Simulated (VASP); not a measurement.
## Al3Zn4Ga5O16: single point with HSE06

Al3Zn4Ga5O16:

```
Zn Ga O Al
1.0
     8.24798    0.00000    0.00000
     0.00000    8.24798    0.00000
     0.00000    0.00000    8.24798
Zn Ga O Al
8 10 32 6
Direct
  0.87732 0.37713 0.37627
  0.37295 0.87280 0.37613
  0.37315 0.37680 0.87202
  0.12535 0.12337 0.12091
  0.87690 0.87307 0.87234
  0.62554 0.62757 0.12093
  0.62541 0.12356 0.62919
  0.12521 0.62720 0.62844
  0.49827 0.99833 0.99784
  0.75066 0.25074 0.99684
  0.75182 0.99880 0.24850
  0.00036 0.50266 0.99699
  0.00189 0.99903 0.50092
  0.50072 0.50067 0.50253
  0.24990 0.24961 0.50243
  0.25006 0.50306 0.24890
  0.50034 0.25017 0.24966
  0.75134 0.74870 0.50079
  0.51106 0.00935 0.23823
  0.74131 0.23964 0.23756
  0.51027 0.23861 0.00910
  0.73831 0.01059 0.00829
  0.00994 0.51871 0.23831
  0.23498 0.74370 0.23191
  0.01675 0.74305 0.01404
  0.23999 0.51972 0.00773
  0.01581 0.01547 0.74193
  0.23395 0.23343 0.74327
  0.01047 0.23978 0.51766
  0.24087 0.00907 0.51941
  0.25956 0.26167 0.26061
  0.49010 0.49104 0.26146
  0.48925 0.26085 0.49035
  0.26137 0.48981 0.49000
  0.51624 0.51606 0.74282
  0.73425 0.73416 0.74245
  0.50992 0.74038 0.51868
  0.74071 0.51009 0.51840
  0.76858 0.75862 0.25849
  0.99205 0.98335 0.25940
  0.99212 0.75918 0.48182
  0.76236 0.98769 0.48956
  0.76638 0.26603 0.75697
  0.98416 0.48488 0.75674
  0.99111 0.26149 0.98132
  0.76050 0.49108 0.98063
  0.26343 0.76442 0.76460
  0.48314 0.98270 0.75774
  0.48226 0.75810 0.98321
  0.25809 0.98339 0.98234
  0.24919 0.75181 0.99781
  0.24914 0.99857 0.75125
  0.75026 0.50030 0.74964
  0.00206 0.75131 0.24760
  0.00023 0.25011 0.74958
  0.49862 0.74916 0.75125
```

```yaml
Program: VASP 6.6.1
Task: single point
Functional: HSE06
Potentials_or_basis: VASP PAW PBE potentials, release 64 (Zn, Ga_d, O, Al)
Cutoff: 520 eV
k_mesh: 1 × 1 × 1
Occupations: fermi-dirac, width 0.05 eV
Spin: no spin polarisation
Dipole_correction: no
Grid_for_exact_exchange_PRECFOCK: Fast
Further_INCAR_settings: LREAL = Auto; ALGO = Normal; EDIFF = 1e-06; NBANDS = 252
Share_of_exact_exchange: 0.25
Screening_parameter: 0.2079 1/Å
```

The pressure is -0.3 GPa and the largest force is 0.320 eV/Å. The band gap on the k mesh is 5.01 eV.

Forces on the atoms (eV/Å):
```
Zn   0.011  0.031  0.049
Zn  -0.001  0.016  0.033
Zn   0.015  0.029  0.026
Zn  -0.013 -0.043 -0.049
Zn   0.029  0.018  0.039
Zn  -0.013 -0.017 -0.048
Zn  -0.011 -0.018 -0.029
Zn  -0.009 -0.015 -0.022
Ga  -0.054 -0.050 -0.047
Ga   0.027  0.029 -0.054
Ga   0.028 -0.030  0.003
Ga  -0.006  0.023 -0.017
Ga   0.020  0.004  0.021
Ga   0.031  0.023  0.050
Ga  -0.023 -0.023  0.047
Ga  -0.027  0.049 -0.021
Ga   0.005  0.001  0.002
Ga   0.002 -0.027  0.019
O    0.170  0.158 -0.166
O   -0.158 -0.169 -0.182
O    0.158 -0.168  0.165
O   -0.173  0.162  0.150
O    0.156  0.171 -0.178
O   -0.158 -0.150 -0.164
O    0.162 -0.186  0.149
O   -0.182  0.172  0.144
O    0.144  0.142 -0.189
O   -0.157 -0.150 -0.145
O    0.174 -0.183  0.175
O   -0.186  0.162  0.183
O    0.155  0.166  0.161
O   -0.162 -0.160  0.175
O   -0.178  0.174 -0.168
O    0.179 -0.166 -0.156
O    0.158  0.155 -0.195
O   -0.137 -0.150 -0.144
O    0.155 -0.186  0.170
O   -0.194  0.170  0.189
O    0.171  0.164  0.150
O   -0.162 -0.174  0.185
O   -0.147  0.186 -0.161
O    0.170 -0.171 -0.158
O    0.160  0.156  0.166
O   -0.151 -0.140  0.180
O   -0.156  0.177 -0.169
O    0.183 -0.160 -0.183
O    0.126  0.139  0.153
O   -0.151 -0.155  0.189
O   -0.168  0.199 -0.157
O    0.204 -0.170 -0.169
Al  -0.003  0.017 -0.014
Al  -0.005 -0.019  0.015
Al  -0.001 -0.007 -0.002
Al   0.016  0.000 -0.015
Al  -0.005 -0.001 -0.003
Al  -0.019 -0.005  0.015
```

Stress tensor (GPa, compression positive):
```
-0.32  0.98  0.50
 0.98 -0.29  0.07
 0.50  0.07 -0.25
```

Levels at points of the mesh, in eV from the valence-band top:
```csv
k point,band 215,band 216,band 217,band 218,band 219,band 220,band 221,band 222
"(0.00, 0.00, 0.00)",-0.05,-0.02,-0.01,0.00,5.01,8.18,8.23,8.29
```

Run time: 6.2 min on 1 × NVIDIA H100 80GB with 1 thread of AMD EPYC 7R13 Processor (Zen 3) (shared host), peak memory 1.5 GiB.

Caveat: the k points lie up to 0.76 Å⁻¹ apart; the PAW data sets were made with another functional, which shifts forces and pressure a little; an odd mesh through Γ misses points on the zone boundary, where band edges can lie.
